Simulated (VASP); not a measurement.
Write the native input for VASP 6.6.1 that does the following.

- Task: single point
- Functional: PBEsol
- Potentials or basis: VASP PAW PBE potentials, release 64 (Ge_d)
- Cutoff: 520 eV
- k mesh: 9 × 9 × 1
- Occupations: fermi-dirac, width 0.02 eV
- Spin: no spin polarisation
- Dipole correction: yes
- Further INCAR settings: ALGO = Normal; EDIFF = 1e-06; NBANDS = 36

The structure of Ge lies in POSCAR:

```
Ge
1.0
    4.0132784969      0.0000000000      0.0000000000
   -2.0066392484      3.4756011308      0.0000000000
    0.0000000000      0.0000000000     20.0960000000
Ge
4
Direct
    0.1666666665      0.3333333335      0.3980882958
    0.5000000005      0.9999999995      0.4388529777
    0.5000000005      0.9999999995      0.5611470227
    0.8333333335      0.6666666665      0.6019117042
```

These files were run (other wordings do the same):

INCAR

```
SYSTEM = Ge
PREC     = Accurate       ! precision mode
ENCUT    = 520            ! plane-wave cutoff, eV
EDIFF    = 1E-6           ! SCF threshold, eV
ISMEAR   = -1             ! smearing method
SIGMA    = 0.02           ! smearing width, eV
LREAL    = .False.        ! projectors in reciprocal space
LASPH    = .True.         ! aspherical terms in the spheres
NELM     = 100            ! most SCF steps
ALGO     = Normal         ! electronic algorithm
ISIF     = 2              ! what is computed and relaxed
LWAVE    = .False.        ! write WAVECAR
LCHARG   = .False.        ! write CHGCAR
LDIPOL   = .True.       
IDIPOL   = 3            
DIPOL    = 0.5 0.5 0.500
GGA      = PS             ! functional
NBANDS   = 36             ! bands
```

KPOINTS

```
regular mesh
0
Gamma
  9 9 1
  0 0 0
```

Potentials or basis: VASP PAW PBE potentials, release 64 (Ge_d).

Command:

```console
$ cat potpaw_PBE.64/Ge_d/POTCAR > POTCAR
$ mpirun -np 1 vasp_std > vasp.out
```

Results of the run:

```json
{"Largest force": "0.823 eV/Å", "Band gap on the k mesh": "zero (bands 28 and 29 overlap by 0.29 eV)"}
```

Caveat: the PAW data sets were made with another functional, which shifts forces and pressure a little.

It took 4.9 min on 1 thread of Intel Xeon 8259CL, with other jobs on the host, peak memory 0.39 GiB.
